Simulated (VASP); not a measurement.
# Ag (I4/mmm) in VASP: notebook

Runs on Ag. Level: r2SCAN. Tasks: single point.

Program: VASP 6.6.1. These are calculated values, not measurements. Logs are shortened: lines on timing, memory, paths and dates and some standing lists are left out, and cuts for length are marked.

### Step 1. The cell of the first run

Symmetry: I4/mmm, No. 139, tetragonal system. Conventional cell: a = 2.989 Å, b = 2.989 Å, c = 4.030 Å, α = 90.00°, β = 90.00°, γ = 90.00°. Within 3.8 Å of Ag (site symmetry 4/mmm) lie 12 Ag at 2.92 to 2.99 Å.

### Step 2. Single point, r2SCAN (biaxial strain in the a-b plane: +3.0 %)

POSCAR reads:

```
Ag
1.0
    2.1137435260      2.1137435260      0.0000000000
   -2.1137435260      2.1137435260      0.0000000000
    0.0000000000      0.0000000000      4.0304779467
Ag
2
Direct
    0.0000000000      0.0000000000      0.0000000000
    0.5000000000      0.5000000000      0.5000000000
```

INCAR.step1 reads:

```
  ALGO = Normal
  EDIFF = 1E-4
  ENCUT = 520
  GGA = PE
  ISMEAR = 0
  LASPH = True
  LCHARG = False
  LREAL = False
  LWAVE = True
  NBANDS = 18
  NELM = 80
  PREC = Accurate
  SIGMA = 0.1
```

INCAR.step2 reads:

```
  ALGO = Normal
  EDIFF = 1E-6
  ENCUT = 520
  ISIF = 2
  ISMEAR = 0
  ISTART = 1
  LASPH = True
  LCHARG = False
  LMIXTAU = True
  LREAL = False
  LWAVE = False
  METAGGA = R2SCAN
  NBANDS = 18
  NELM = 80
  PREC = Accurate
  SIGMA = 0.1
```

KPOINTS reads:

```
k-points
0
Gamma
  18 18 12
```

Potentials or basis: VASP PAW PBE potentials, release 64 (Ag).

The run is started by

```console
> cat potpaw_PBE.64/Ag/POTCAR > POTCAR
> cp INCAR.step1 INCAR
> mpirun -np 1 vasp_std > vasp.out
> cp INCAR.step2 INCAR
> mpirun -np 1 vasp_std > vasp.out
```

OUTCAR:

```text
EDIFF = 1E-6
   ENCUT = 520
   ISIF = 2
   ISMEAR = 0
   ISTART = 1
   LASPH = True
   LREAL = False
   METAGGA = R2SCAN
   NELM = 80
   PREC = Accurate

 ion  position               nearest neighbor table
   1  0.000  0.000  0.000-   2 2.92   2 2.92   2 2.92   2 2.92   2 2.92   2 2.92   2 2.92   2 2.92

   2  0.500  0.500  0.500-   1 2.92   1 2.92   1 2.92   1 2.92   1 2.92   1 2.92   1 2.92   1 2.92

  LATTYP: Found a simple tetragonal cell.
 ALAT       =     2.9892847618
 C/A-ratio  =     1.3483084643

  Lattice vectors:

 A1 = (   2.1137435260,   2.1137435260,   0.0000000000)
 A2 = (  -2.1137435260,   2.1137435260,   0.0000000000)
 A3 = (   0.0000000000,   0.0000000000,   4.0304779467)

Analysis of symmetry for initial positions (statically):
=====================================================================
 Subroutine PRICEL returns following result:

  LATTYP: Found a body centered tetragonal cell.
 ALAT       =     2.9892847618
 C/A-ratio  =     1.3483084643

  Lattice vectors:

 A1 = (   0.0000000000,  -2.1137435260,  -2.0152389734)
 A2 = (   0.0000000000,   2.1137435260,  -2.0152389733)
 A3 = (   2.1137435260,   0.0000000000,   2.0152389733)

   2 primitive cells build up your supercell.

 Routine SETGRP: Setting up the symmetry group for a
 simple tetragonal supercell.

 Subroutine GETGRP returns: Found 16 space group operations
 (whereof 16 operations were pure point group operations)
 out of a pool of 16 trial point group operations.

The static configuration has the point symmetry D_4h.

Analysis of symmetry for dynamics (positions and initial velocities):
=====================================================================
 Subroutine PRICEL returns following result:

  LATTYP: Found a body centered tetragonal cell.
 ALAT       =     2.9892847618
 C/A-ratio  =     1.3483084643

  Lattice vectors:

 A1 = (   0.0000000000,  -2.1137435260,  -2.0152389734)
 A2 = (   0.0000000000,   2.1137435260,  -2.0152389733)
 A3 = (   2.1137435260,   0.0000000000,   2.0152389733)

   2 primitive cells build up your supercell.

 Routine SETGRP: Setting up the symmetry group for a
 simple tetragonal supercell.

 Subroutine GETGRP returns: Found 16 space group operations
 (whereof 16 operations were pure point group operations)
 out of a pool of 16 trial point group operations.

The dynamic configuration has the point symmetry D_4h.

 Subroutine INISYM returns: Found 16 space group operations
 (whereof 16 operations are pure point group operations),
 and found     2 'primitive' translations

----------------------------------------------------------------------------------------

                                     Primitive cell

  volume of cell :      18.0078

  direct lattice vectors                    reciprocal lattice vectors
     0.000000000 -2.113743526 -2.015238973     0.236547147 -0.236547147 -0.248109533
     0.000000000  2.113743526 -2.015238973     0.236547147  0.236547147 -0.248109533
     2.113743526  0.000000000  2.015238973     0.473094293  0.000000000  0.000000000

  length of vectors
     2.920462260  2.920462260  2.920462260     0.416494232  0.416494232  0.473094293

  position of ions in fractional coordinates (direct lattice)
     0.000000000  0.000000000  0.000000000

  ion indices of the primitive-cell ions
   primitive index   ion index
                 1           1

----------------------------------------------------------------------------------------

 KPOINTS: k-points

Automatic generation of k-mesh.
 Grid dimensions read from file:
 generate k-points for:   18   18   12

 Generating k-lattice:

  Cartesian coordinates                     Fractional coordinates (reciprocal lattice)
     0.013141508  0.013141508  0.000000000     0.055555556  0.000000000  0.000000000
    -0.013141508  0.013141508  0.000000000     0.000000000  0.055555556  0.000000000
     0.000000000  0.000000000  0.020675794     0.000000000  0.000000000  0.083333333

  Length of vectors
     0.018584899  0.018584899  0.020675794

  Shift w.r.t. Gamma in fractional coordinates (k-lattice)
     0.000000000  0.000000000  0.000000000

 Subroutine IBZKPT returns following result:
 ===========================================

 Found    385 irreducible k-points:

 Following reciprocal coordinates:
            Coordinates               Weight
  0.000000  0.000000  0.000000      1.000000
  0.055556  0.000000  0.000000      4.000000
  0.111111  0.000000  0.000000      4.000000
  0.166667  0.000000  0.000000      4.000000
  0.222222  0.000000  0.000000      4.000000
  0.277778  0.000000  0.000000      4.000000
[... 16 lines left out ...]
  0.277778  0.111111  0.000000      8.000000
  0.333333  0.111111  0.000000      8.000000
 [... further k-points ...]
   k-points           NKPTS =    385   k-points in BZ     NKDIM =    385   number of bands    NBANDS=     18
   number of dos      NEDOS =    301   number of ions     NIONS =      2
   total plane-waves  NPLWV =  17280
   dimension x,y,z NGX =    24 NGY =   24 NGZ =   30
   dimension x,y,z NGXF=    48 NGYF=   48 NGZF=   60
   ions per type =               2
   NGX,Y,Z   is equivalent  to a cutoff of  13.35, 13.35, 12.37 a.u.
   NGXF,Y,Z  is equivalent  to a cutoff of  26.69, 26.69, 24.75 a.u.
 SYSTEM =  unknown system
   PREC   = accura    normal or accurate (medium, high low for compatibility)
   ISTART =      1    job   : 0-new  1-cont  2-samecut
   ICHARG =      0    charge: 1-file 2-atom 10-const
   ISPIN  =      1    spin polarized calculation?
   LNONCOLLINEAR =      F non collinear calculations
   LSORBIT =      F    spin-orbit coupling
   LASPH  =      T    aspherical Exc in radial PAW
   ENCUT  =  520.0 eV  38.22 Ry    6.18 a.u.   5.56  5.56  7.49*2*pi/ulx,y,z
   NELM   =     80;   NELMIN=  2; NELMDL=  0     # of ELM steps
   EDIFF  = 0.1E-05   stopping-criterion for ELM
   LREAL  =      F    real-space projection
   EDIFFG = 0.1E-04   stopping-criterion for IOM
   NSW    =      0    number of steps for IOM
   IBRION =     -1    ionic relax: 0-MD 1-quasi-New 2-CG
   NFREE  =      0    steps in history (QN), initial steepest desc. (CG)
   ISIF   =      2    stress and relaxation
   ISYM   =      2    0-nonsym 1-usesym 2-fastsym
   POTIM  = 0.5000    time-step for ionic-motion
   TEBEG  =    0.0;   TEEND  =   0.0 temperature during run
   PSTRESS=    0.0 pullay stress
   NELECT =      22.0000    total number of electrons
   NUPDOWN=      -1.0000    fix difference up-down
   EMIN   =  10.00;   EMAX   =-10.00  energy-range for DOS
   EFERMI =   0.00;   METHOD = LEGACY
   ISMEAR =     0;   SIGMA  =   0.10  broadening in eV -4-tet -1-fermi 0-gaus
   EFERMI_NEDOS =   21; number of points for ismear=-14 and -15
   IALGO  =     38    algorithm
   IMIX   =      4    mixing-type and parameters
     AMIX     =   0.40;   BMIX     =  1.00
     AMIX_MAG =   1.60;   BMIX_MAG =  1.00
  volume/ion in A,a.u.               =      18.01       121.52
  Fermi-wavevector in a.u.,A,eV,Ry     =   1.389053  2.624929 26.251993  1.929467
  Thomas-Fermi vector in A             =   2.513120
   LORBIT       =      0    0 simple, 1 ext, 2 COOP (PROOUT), +10 PAW based schemes
   METAGGA = R2SCAN    functional components
   LHFCALC =     F    Hartree Fock is set to
   AEXX    =    0.0000 exact exchange contribution
   IVDW    =     0    specifies the selected vdW correction
   LEPSILON=     F    determine dielectric tensor
   LRPA    =     F    only Hartree local field effects (RPA)
 non-spin polarized calculation
 Gauss-broadening in eV      SIGMA  =   0.10
  energy-cutoff  :      520.00
  volume of cell :       36.02
 maximum number of plane-waves:       991
 NGX is ok and might be reduce to    24
   NGX = 11   NGY = 11   NGZ = 15

 number of electron      21.9999994 magnetization

 Free energy of the ion-electron system (eV)
  ---------------------------------------------------
  ext. energy  EPLUGINS =         0.00000000
  ---------------------------------------------------
  free energy    TOTEN  =       -42.69724390 eV

  energy without entropy =      -42.69431446  energy(sigma->0) =      -42.69577918

 E-fermi :   7.7473     XC(G=0): -12.5918

 val. band max:        7.7426539254   @ k =   0.3889   0.0000   0.4167
 cond. band min:       7.7548590974   @ k =   0.4444   0.3889   0.0000
 fundamental gap:      0.0122051720
 Fermi energy:         7.7472993772

 k-point     1 :       0.0000    0.0000    0.0000
  band No.  band energies     occupation
      1       0.1497      2.00000
      2       1.2642      2.00000
      3       1.3673      2.00000
      4       2.6699      2.00000
      5       2.6699      2.00000
      6       2.9368      2.00000
[... 10 lines left out ...]
     17      24.2411      0.00000
     18      24.2518      0.00000

 k-point     2 :       0.0556    0.0000    0.0000
  band No.  band energies     occupation
      1       0.2117      2.00000
      2       1.2936      2.00000
      3       1.3966      2.00000
      4       2.6573      2.00000
      5       2.6852      2.00000
      6       2.9555      2.00000
[... 10 lines left out ...]
     17      24.2521      0.00000
     18      24.8080      0.00000

 k-point     3 :       0.1111    0.0000    0.0000
  band No.  band energies     occupation
      1       0.3939      2.00000
      2       1.3679      2.00000
      3       1.4941      2.00000
      4       2.6219      2.00000
      5       2.7305      2.00000
      6       3.0073      2.00000
[... 10 lines left out ...]
     17      24.2195      0.00000
     18      25.8341      0.00000

 k-point     4 :       0.1667    0.0000    0.0000
  band No.  band energies     occupation
      1       0.6847      2.00000
      2       1.4681      2.00000
      3       1.6652      2.00000
      4       2.5705      2.00000
      5       2.8045      2.00000
      6       3.0765      2.00000
[... 10 lines left out ...]
     17      24.1125      0.00000
     18      24.5521      0.00000

 k-point     5 :       0.2222    0.0000    0.0000
  band No.  band energies     occupation
      1       1.0605      2.00000
      2       1.5915      2.00000
      3       1.8901      2.00000
      4       2.5131      2.00000
      5       2.9049      2.00000
      6       3.1304      2.00000
[... 10 lines left out ...]
     17      23.2355      0.00000
     18      24.0641      0.00000

 k-point     6 :       0.2778    0.0000    0.0000
  band No.  band energies     occupation
      1       1.4800      2.00000
      2       1.7363      2.00000
      3       2.1402      2.00000
      4       2.4617      2.00000
      5       3.0287      2.00000
      6       3.1334      2.00000
[... 10 lines left out ...]
     17      22.1844      0.00000
     18      24.0388      0.00000

 k-point     7 :       0.3333    0.0000    0.0000
  band No.  band energies     occupation
      1       1.8794      2.00000
      2       1.8962      2.00000
      3       2.3851      2.00000
      4       2.4284      2.00000
      5       3.0815      2.00000
      6       3.1076      2.00000
[... 10 lines left out ...]
     17      21.3525      0.00000
     18      24.0618      0.00000

 k-point     8 :       0.3889    0.0000    0.0000
  band No.  band energies     occupation
      1       2.0612      2.00000
      2       2.1833      2.00000
      3       2.4248      2.00000
      4       2.5953      2.00000
      5       2.8668      2.00000
      6       2.9992      2.00000
[... 10 lines left out ...]
     17      22.4175      0.00000
     18      24.1607      0.00000
[... 229 lines left out ...]
     17      23.1857      0.00000
     18      23.1857      0.00000

 k-point    20 :       0.1111    0.1111    0.0000
  band No.  band energies     occupation
      1       0.6306      2.00000
      2       1.4918      2.00000
      3       1.5935      2.00000
      4       2.5024      2.00000
      5       2.8631      2.00000
      6       3.0864      2.00000
[... 10 lines left out ...]
     17      25.7672      0.00000
     18      26.0798      0.00000

 k-point    21 :       0.1667    0.1111    0.0000
  band No.  band energies     occupation
      1       0.9080      2.00000
      2       1.6000      2.00000
      3       1.7459      2.00000
      4       2.4223      2.00000
      5       2.9662      2.00000
      6       3.1595      2.00000
[... 10 lines left out ...]
     17      24.7442      0.00000
     18      25.9284      0.00000

 k-point    22 :       0.2222    0.1111    0.0000
  band No.  band energies     occupation
      1       1.2564      2.00000
      2       1.7203      2.00000
      3       1.9548      2.00000
      4       2.3452      2.00000
      5       3.0863      2.00000
      6       3.1562      2.00000
[... 10 lines left out ...]
     17      23.4548      0.00000
     18      26.0176      0.00000

 k-point    23 :       0.2778    0.1111    0.0000
  band No.  band energies     occupation
      1       1.6259      2.00000
      2       1.8586      2.00000
      3       2.1778      2.00000
      4       2.2797      2.00000
      5       3.0687      2.00000
      6       3.0970      2.00000
[... 10 lines left out ...]
     17      22.3453      0.00000
     18      25.6517      0.00000

 k-point    24 :       0.3333    0.1111    0.0000
  band No.  band energies     occupation
      1       1.9548      2.00000
      2       2.0124      2.00000
      3       2.2355      2.00000
      4       2.3707      2.00000
      5       2.8336      2.00000
      6       2.9535      2.00000
[... 10 lines left out ...]
     17      21.1339      0.00000
     18      24.6631      0.00000

 [... further k-points ...]

------------------------ aborting loop because EDIFF is reached ----------------------------------------

  FORCE on cell =-STRESS in cart. coord.  units (eV):
  Direction    XX          YY          ZZ          XY          YZ          ZX
  --------------------------------------------------------------------------------------
  -------------------------------------------------------------------------------------
  Total       -0.9243140     -0.9243140     -0.5918420      0.0000000      0.0000000     -0.0000000
  in kB      -41.1186651    -41.1186651    -26.3284478      0.0000000      0.0000000     -0.0000000
  external PRESSURE =     -36.1885927 kB  Pullay stress =       0.0000000 kB

 VOLUME and BASIS-vectors are now :
 -----------------------------------------------------------------------------
  energy-cutoff  :      520.00
  volume of cell :       36.02
      direct lattice vectors                 reciprocal lattice vectors
     2.113743526  2.113743526  0.000000000     0.236547147  0.236547147  0.000000000
    -2.113743526  2.113743526  0.000000000    -0.236547147  0.236547147  0.000000000
     0.000000000  0.000000000  4.030477947     0.000000000  0.000000000  0.248109533

 POSITION                                       TOTAL-FORCE (eV/Angst)
 -----------------------------------------------------------------------------------
      0.00000      0.00000      0.00000         0.000000     -0.000000      0.000000
      0.00000      2.11374      2.01524        -0.000000      0.000000     -0.000000
 -----------------------------------------------------------------------------------
    total drift:                               -0.000000      0.000000     -0.000000

  FREE ENERGIE OF THE ION-ELECTRON SYSTEM (eV)
  ---------------------------------------------------
  free  energy   TOTEN  =       -42.6972438951 eV

  energy  without entropy=      -42.6943144632  energy(sigma->0) =      -42.69577918
```

Wall time 9.6 min (1 thread of Intel Xeon 8259CL, shared host); peak memory 0.32 GiB.

What came out:

- Free energy: -42.6972 eV
- Pressure: -3.6 GPa
- Band gap on the k mesh: zero (bands 11 and 12 overlap by 9.64 eV)

Levels at points of the mesh, in eV from the Fermi level:
| k point | band 7 | band 8 | band 9 | band 10 | band 11 | band 12 | band 13 | band 14 | band 15 | band 16 |
| --- | --- | --- | --- | --- | --- | --- | --- | --- | --- | --- |
| (0.00, 0.00, 0.00) | -4.19 | -3.92 | -3.34 | -3.09 | -3.09 | 2.29 | 7.30 | 10.23 | 10.23 | 16.44 |
| (0.50, 0.00, 0.00) | -4.42 | -4.42 | -4.07 | -4.07 | -0.89 | -0.89 | 9.59 | 9.59 | 9.87 | 9.87 |
| (0.50, 0.50, 0.00) | -3.22 | -3.22 | -3.02 | -3.02 | 1.47 | 1.47 | 6.11 | 6.11 | 11.08 | 11.08 |
| (0.00, 0.00, 0.50) | -4.24 | -4.24 | -3.78 | -3.78 | -3.70 | -3.70 | 14.36 | 14.36 | 14.36 | 14.36 |
| (0.50, 0.00, 0.50) | -3.37 | -3.37 | -3.24 | -3.24 | -0.22 | -0.22 | 3.37 | 3.37 | 15.55 | 15.55 |
| (0.50, 0.50, 0.50) | -4.01 | -4.01 | -3.22 | -3.22 | 5.94 | 5.94 | 5.94 | 5.94 | 6.57 | 6.57 |

Caveat: the cell differs from its parent crystal (biaxial strain in the a-b plane: +3.0 %); the cell stands under tension; the PAW data sets were made with another functional, which shifts forces and pressure a little.

(Continued in part 2 of 2.)
